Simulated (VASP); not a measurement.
Here is a VASP 6.6.1 calculation.

The input INCAR:

```
SYSTEM = Si4Ru
PREC     = Accurate       ! precision mode
ENCUT    = 520            ! plane-wave cutoff, eV
EDIFF    = 1E-6           ! SCF threshold, eV
ISMEAR   = 0              ! smearing method
SIGMA    = 0.1            ! smearing width, eV
LREAL    = .FALSE.        ! projectors in reciprocal space
LASPH    = .TRUE.         ! aspherical terms in the spheres
NELM     = 100            ! most SCF steps
ALGO     = Normal         ! electronic algorithm
ISIF     = 2              ! what is computed and relaxed
LWAVE    = .FALSE.        ! write WAVECAR
LCHARG   = .FALSE.        ! write CHGCAR
GGA      = PE             ! functional
NBANDS   = 23             ! bands
```

Contents of KPOINTS:

```
regular mesh
0
G
  10 10 10
  0 0 0
```

File POSCAR:

```
Si4Ru
1.0
    0.0000000000      3.4149915358      3.4149915358
    3.4149915358      0.0000000000      3.4149915358
    3.4149915358      3.4149915358      0.0000000000
Si Ru
4 1
Direct
    0.8756508792      0.3730473623      0.8756508792
    0.8756508792      0.8756508792      0.8756508792
    0.3730473623      0.8756508792      0.8756508792
    0.8756508792      0.8756508792      0.3730473623
    0.5000000000      0.5000000000      0.5000000000
```

Potentials or basis: VASP PAW PBE potentials, release 64 (Si, Ru_pv).

Command:

```bash
$ cat potpaw_PBE.64/Si/POTCAR potpaw_PBE.64/Ru_pv/POTCAR > POTCAR
$ mpirun -np 1 vasp_std > vasp.out
```

(1) Predict the pressure.

(2) Predict the band gap on the k mesh.

Answers

(1) -0.1 GPa.

(2) zero (bands 15 and 16 overlap by 1.31 eV).
